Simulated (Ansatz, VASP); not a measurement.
Two plane-wave programs on Mg3Re

```
Mg Re
1.0
     5.88940    0.00000    0.00000
    -2.94470    5.10037    0.00000
     0.00000    0.00000    4.79923
Mg Re
6 2
Direct
  0.82586 0.65172 0.25000
  0.17414 0.82586 0.75000
  0.34828 0.17414 0.25000
  0.17414 0.34828 0.75000
  0.82586 0.17414 0.25000
  0.65172 0.82586 0.75000
  0.33333 0.66667 0.25000
  0.66667 0.33333 0.75000
```

Alike in both runs: functional PBE; k mesh 6 × 6 × 8; occupations gaussian, width 0.1 eV; no spin polarisation.

Ansatz relaxed the structure, and its values are those at the end. VASP's run is a single point on that final structure, the one shown.

|  | VASP | Ansatz |
| --- | --- | --- |
| version | VASP 6.6.1 | Ansatz 0.2.0 |
| potentials or method | VASP PAW PBE potentials, release 64 (Mg, Re), cutoff 520 eV | scalar-relativistic, plane waves, PAW |
| valence electrons in the cell | 26 | 90 |

|  | VASP | Ansatz | Ansatz less VASP |
| --- | --- | --- | --- |
| gap on the k mesh at the Fermi level (eV) | none | none | - |
| pressure (GPa) | -0.2 | 0.0 | +0.18 |

A gap of «none» marks a metal or a gap that the smearing closes. VASP's potentials hold 26 valence electrons a cell and Ansatz's 90, so a difference there can come from the potentials and not from the codes.

Neither program's run includes spin-orbit coupling.
